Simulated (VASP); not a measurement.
Wanted: the native input for a VASP 6.6.1 run.

- Task: single point
- Functional: PBE0
- Potentials or basis: VASP PAW PBE potentials, release 64 (As)
- Cutoff: 520 eV
- k mesh: 4 × 4 × 4
- Occupations: fermi-dirac, width 0.05 eV
- Spin: non-collinear spin, zero start, spin-orbit coupling
- Starting moments: [[0.0, 0.0, 0.0]] μB
- Dipole correction: no
- Grid for exact exchange (PRECFOCK): Normal
- Further INCAR settings: ALGO = Normal; EDIFF = 1e-06; NBANDS = 16
- Share of exact exchange: 0.25

Crystal: As.

```
CELL_PARAMETERS angstrom
2.70368 0.00000 0.00000
0.00000 2.70368 0.00000
0.00000 0.00000 2.70368
ATOMIC_POSITIONS crystal
As 0.50000 0.50000 0.50000
```

This isn't the form of As at room conditions, which is rhombohedral.

These files were run (other wordings do the same):

POSCAR

```
As
1.0
    2.7036817444      0.0000000000      0.0000000000
    0.0000000000      2.7036817444      0.0000000000
    0.0000000000      0.0000000000      2.7036817444
As
1
Direct
    0.5000000000      0.5000000000      0.5000000000
```

INCAR.step1

```
SYSTEM = As
ALGO = Normal
EDIFF = 1E-5
ENCUT = 520
GGA = PE
GGA_COMPAT = .False.
ISIF = 2
ISMEAR = -1
LASPH = .True.
LCHARG = .False.
LNONCOLLINEAR = .True.
LORBIT = 11
LORBMOM = .True.
LREAL = .False.
LSORBIT = .True.
LWAVE = .True.
MAGMOM = 0 0 0
NBANDS = 16
NELM = 150
PREC = Accurate
SIGMA = 0.05
```

INCAR.step2

```
SYSTEM = As
AEXX = 0.25
ALGO = Normal
EDIFF = 1E-6
ENCUT = 520
GGA = PE
GGA_COMPAT = .False.
ISIF = 2
ISMEAR = -1
ISTART = 1
LASPH = .True.
LCHARG = .False.
LHFCALC = .True.
LNONCOLLINEAR = .True.
LORBIT = 11
LORBMOM = .True.
LREAL = .False.
LSORBIT = .True.
LWAVE = .False.
MAGMOM = 0 0 0
NBANDS = 16
NELM = 150
PREC = Accurate
PRECFOCK = Normal
SIGMA = 0.05
```

KPOINTS

```
k-points
0
Gamma
  4 4 4
  0 0 0
```

Potentials or basis: VASP PAW PBE potentials, release 64 (As).

Run with:

```bash
$ cat potpaw_PBE.64/As/POTCAR > POTCAR
$ cp INCAR.step1 INCAR
$ mpirun -np 1 vasp_ncl > vasp.out
$ cp INCAR.step2 INCAR
$ mpirun -np 1 vasp_ncl > vasp.out
```

Results of the run:

```
Pressure                                              : -3.8 GPa
Net moment                                            : 0.00 μB per cell
Valence electrons inside the program's atomic spheres : As 2.69
```

Caveat: the k points lie up to 0.58 Å⁻¹ apart; the PAW data sets were made with another functional, which shifts forces and pressure a little.

Run time: 110 s on 1 thread of Intel(R) Xeon(R) Platinum 8259CL CPU @ 2.50GHz (Skylake/Cascade Lake), on a shared host, peak memory 0.16 GiB.
